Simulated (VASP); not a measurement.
Ta: single point with r2SCAN

Crystal: Ta.

```
Ta
1.0
    -1.65229    1.65229    1.65229
     1.65229   -1.65229    1.65229
     1.65229    1.65229   -1.65229
Ta
1
Direct
  0.00000 0.00000 0.00000
```

* Program: VASP 6.6.1
* Task: single point
* Functional: r2SCAN
* Potentials or basis: VASP PAW PBE potentials, release 64 (Ta_pv)
* Cutoff: 520 eV
* k mesh: 26 × 26 × 26
* Occupations: gaussian, width 0.15 eV
* Spin: no spin polarisation

```yaml
Pressure: 0.8 GPa
```

Levels at points of the mesh, in eV from the Fermi level:
```
           k point  band 2  band 3  band 4  band 5  band 6  band 7  band 8  band 9  band 10  band 11
(0.00, 0.00, 0.00)  -34.22  -34.22   -8.32    0.85    0.85    0.85    4.33    4.33    12.11    15.78
(0.50, 0.00, 0.00)  -34.62  -34.23   -4.54   -1.56    1.47    4.20    5.26    8.08    12.07    12.39
(0.50, 0.50, 0.50)  -35.07  -35.07   -3.93   -3.93    7.11    7.11    7.11    9.01     9.01     9.01
```

It took 5.6 min on 1 thread of Intel(R) Xeon(R) Platinum 8259CL CPU @ 2.50GHz (Skylake/Cascade Lake), with other jobs on the host, peak memory 0.23 GiB.

Caveat: the PAW data sets were made with another functional, which shifts forces and pressure a little; spin-orbit coupling is left out, which moves the levels of the heavy elements.
